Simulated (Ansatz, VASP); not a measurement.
# One calculation of Ga4Sb3P, two programs

```
P Ga Sb
1.0
     5.91771    0.00000    0.00000
     0.00000    5.91771    0.00000
     0.00000    0.00000    5.91771
P Ga Sb
1 4 3
Cartesian
  0.0000 0.0000 0.0000
  4.5212 4.5212 4.5212
  1.3965 1.3965 4.5212
  1.3965 4.5212 1.3965
  4.5212 1.3965 1.3965
  2.9589 2.9589 0.0000
  2.9589 0.0000 2.9589
  0.0000 2.9589 2.9589
```

Alike in both runs: task single point; functional PBE; k mesh 4 × 4 × 4; occupations fermi-dirac, width 0.02 eV; no spin polarisation.

|  | VASP | Ansatz |
| --- | --- | --- |
| version | VASP 6.6.1 | Ansatz 0.2.0 |
| potentials or method | VASP PAW PBE potentials, release 64 (P, Ga_d, Sb) | plane waves, PAW |
| plane-wave cutoff (eV) | 520 | 420 |
| valence electrons in the cell | 72 | 102 |

VASP gave:

| Property | Result |
| --- | --- |
| pressure (GPa) | 3.5 |
| rms of the force components (eV/Å) | 0.021 |

Which values does Ansatz return?

Pressure (GPa): 3.4; rms of the force components (eV/Å): 0.018.

VASP's potentials hold 72 valence electrons a cell and Ansatz's 102, so a difference there can come from the potentials and not from the codes.

Spin-orbit coupling is off throughout.
